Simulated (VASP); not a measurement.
Runs of VASP 6.6.1 on GePt. The structure is that of space group Pm-3m (No. 221), or close to it. The cells are those of the table. 

| task | cell | k mesh | cutoff (eV) | gap on the mesh (eV) | pressure (GPa) | relaxed volume (Å³/atom) |
| --- | --- | --- | --- | --- | --- | --- |
| single point | a = 3.289 Å, 2 atoms | 6 × 6 × 6 | 520 | none | (a) | - |
| relaxation of cell and atoms | relaxed from a = 3.195 Å, 2 atoms | 18 × 18 × 18 | 600 | none | 0.0 | 16.25 |
| single point | a = 3.191 Å, 2 atoms | 18 × 18 × 18 | 520 | none | 0.0 | - |
| relaxation of cell and atoms | relaxed from a = 3.289 Å, 2 atoms | 6 × 6 × 6 | 600 | none | -0.2 | 16.31 |
| single point | a = 3.195 Å, 2 atoms | 6 × 6 × 6 | 520 | none | -0.2 | - |

Alike in all rows: level PBE; potentials or basis VASP PAW PBE potentials, release 64 (Ge_d, Pt); no spin polarisation; smearing gaussian 0.1 eV.

Q: Fill in the values left out.

A: (a) -9.5.

Caveats: spin-orbit coupling is left out, which moves the levels of the heavy elements.

A k mesh can miss the band edges, and the runs leave out spin-orbit coupling on Ge, Pt.

A gap of «none» marks levels without a gap at the run's occupations.
